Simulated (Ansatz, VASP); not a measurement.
**Tl: VASP beside Ansatz**

INCAR

```
PREC = Accurate
ENCUT = 520
EDIFF = 1E-6
ISMEAR = -1
SIGMA = 0.01
LREAL = False
LASPH = True
NELM = 100
ALGO = Normal
ISIF = 2
LWAVE = False
LCHARG = True
GGA = PE
LELF = True
LVHAR = True
NBANDS = 20
```

The input KPOINTS:

```
Automatic mesh
0
Gamma
  10 10 6
```

POSCAR

```
Tl
1.0
    3.5902820628      0.0000000000      0.0000000000
   -1.7951410314      3.1092754731      0.0000000000
    0.0000000000      0.0000000000      5.6419406004
Tl
2
Direct
    0.3333333333      0.6666666667      0.2500000000
    0.6666666667      0.3333333333      0.7500000000
```

Input for Ansatz:

```yaml
crystal:
  lattice:
    - [3.5902820628, 0.0, 0.0]
    - [-1.7951410314, 3.1092754731, 0.0]
    - [0.0, 0.0, 5.6419406004]
  atoms:
    - { symbol: Tl, position: [0.3333333333, 0.6666666667, 0.25] }
    - { symbol: Tl, position: [0.6666666667, 0.3333333333, 0.75] }
hamiltonian:
  xc: pbe
  pseudopotentials:
    kind: paw
    azcp:
      Tl: "pseudopotentials/Tl.paw.azcp"
basis:
  ecutwfc: 420
  fft_grid_basis: typed
kpoints:
  mp_grid: { grid: [10, 10, 6], shift: [0, 0, 0] }
magnetization:
  spin_polarized: false
scf:
  occupations: { method: fermi_dirac, width: 0.01 }
  lower_state_search: "off"
output:
  stress: true
```

Alike in both runs: task single point; functional PBE; k mesh 10 × 10 × 6; occupations fermi-dirac, width 0.01 eV; no spin polarisation.

|  | VASP | Ansatz |
| --- | --- | --- |
| version | VASP 6.6.1 | Ansatz 0.2.0 |
| potentials or method | VASP PAW PBE potentials, release 64 (Tl_d), cutoff 520 eV | plane waves (420 eV) with PAW, scalar-relativistic |
| valence electrons in the cell | 26 | 26 |

|  | VASP | Ansatz | Ansatz less VASP |
| --- | --- | --- | --- |
| pressure (GPa) | -0.1 | 0.0 | +0.06 |
| traceless stress, the component that is largest in VASP (GPa) | 0.28 | 0.30 | +0.022 |

With one functional, cell and mesh, what is left measures potentials, basis and numerics.

Spin-orbit coupling is off throughout.
